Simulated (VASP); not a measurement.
A run of VASP 6.6.1:

INCAR

```
PREC = Accurate
ENCUT = 520
EDIFF = 1E-6
ISMEAR = 0
SIGMA = 0.1
LREAL = False
LASPH = True
NELM = 100
ALGO = Normal
ISIF = 2
LWAVE = False
LCHARG = False
GGA = PE
NBANDS = 54
```

File KPOINTS:

```
Automatic mesh
0
Gamma
  4 4 4
```

The input POSCAR:

```
BeCdF4
1.0
    5.3870621468      0.0000000000      0.0000000000
   -2.6457928635      4.8985969675      0.0000000000
   -0.0420773587     -1.8248035776      6.0509526546
Be Cd F
2 2 8
Direct
    0.8598493999      0.7487673025      0.8888787058
    0.6103557037      0.2525575572      0.5277772810
    0.5955758721      0.1677470664      0.0169196858
    0.9284049598      0.8296181577      0.4010772410
    0.8773627057      0.4997007773      0.7077897497
    0.5182153276      0.4037370342      0.3986419970
    0.7937363177      0.9336487095      0.7740684735
    0.1405161615      0.9438307295      0.0546608816
    0.3612285614      0.0712804562      0.6425787485
    0.6922803465      0.0524894638      0.3631600457
    0.6171658081      0.6000239653      0.0157323724
    0.0053088362      0.4965987802      0.2087148182
```

Potentials or basis: VASP PAW PBE potentials, release 64 (Be, Cd, F).

Command:

```sh
$ cat potpaw_PBE.64/Be/POTCAR potpaw_PBE.64/Cd/POTCAR potpaw_PBE.64/F/POTCAR > POTCAR
$ mpirun -np 1 vasp_std > vasp.out
```

Hardware: 1 thread of Intel Xeon 8259CL (shared host).

Problem. How long does it take, and how much memory?

Solution. Run time: 6.4 min on 1 thread of Intel Xeon 8259CL, on a shared host, peak memory 0.42 GiB. Counts: scf iterations 16, k points 36.
